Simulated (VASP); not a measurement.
A run of VASP 6.6.1:

File INCAR:

```
PREC = Accurate
ENCUT = 520
EDIFF = 1E-6
ISMEAR = 0
SIGMA = 0.02
LREAL = Auto
LASPH = True
NELM = 80
ALGO = Normal
ISIF = 2
LWAVE = False
LCHARG = False
GGA = PE
NBANDS = 83
NELECT = 122.0
```

KPOINTS

```
Automatic mesh
0
Gamma
  2 2 2
  0.5 0.5 0.5
```

Contents of POSCAR:

```
Si
1.0
    5.4700937555     -5.4700937555      5.4700937555
   -5.4700937555     -5.4700937555     -5.4700937555
    5.4700937555      5.4700937555     -5.4700937555
Si
31
Direct
    0.5000000000     -0.0111147257      0.7500000000
    0.7506368395     -0.0001784068      0.4998215932
    0.7501784068      0.7508152463      0.7500000000
   -0.0008152463     -0.0006368395      0.2491847537
   -0.0008152463      0.7491847537      0.4993631605
    0.0008152463      0.5001784068      0.7500000000
    0.2498215932     -0.0001784068      0.0006368395
    0.2493631605      0.7491847537      0.2491847537
    0.2498215932      0.5006368395      0.4998215932
    0.2388852743      0.2500000000      0.7500000000
    0.5000000000      0.7508152463      0.0001784068
    0.5000000000      0.5001784068      0.2508152463
    0.5000000000      0.2500000000      0.4888852743
    0.7611147257      0.5111147257      0.0111147257
    0.7501784068      0.2500000000      0.2508152463
    0.0008152463      0.2500000000      0.0001784068
    0.7530398353      0.2500000000      0.5038348921
    0.7530398353      0.0038348921      0.7500000000
    0.0000000000      0.2500000000      0.2500000000
    0.0007950568     -0.0030398353      0.4969601647
    0.0000000000      0.7500000000      0.7500000000
    0.2538348921      0.2500000000      0.0030398353
    0.2469601647     -0.0030398353      0.2507950568
    0.2469601647      0.7507950568      0.4969601647
    0.2538348921      0.5030398353      0.7500000000
    0.5000000000      0.0038348921      0.0030398353
    0.5000000000      0.7500000000      0.2500000000
    0.5000000000      0.5030398353      0.5038348921
    0.7461651079      0.7492049432     -0.0038348921
    0.7461651079      0.4961651079      0.2492049432
   -0.0007950568      0.4961651079     -0.0038348921
```

Potentials or basis: VASP PAW PBE potentials, release 64 (Si).

Command:

```sh
$ cat potpaw_PBE.64/Si/POTCAR > POTCAR
$ mpirun -np 1 vasp_std > vasp.out
```

Hardware: 1 thread of Intel(R) Xeon(R) Platinum 8488C (Sapphire Rapids), with other jobs on the host.

Q: How long does it take, and how much memory?

A: Run time: 2.6 min on 1 thread of Intel(R) Xeon(R) Platinum 8488C (Sapphire Rapids) (shared host), peak memory 0.67 GiB. Counts: scf iterations 16, k points 2.
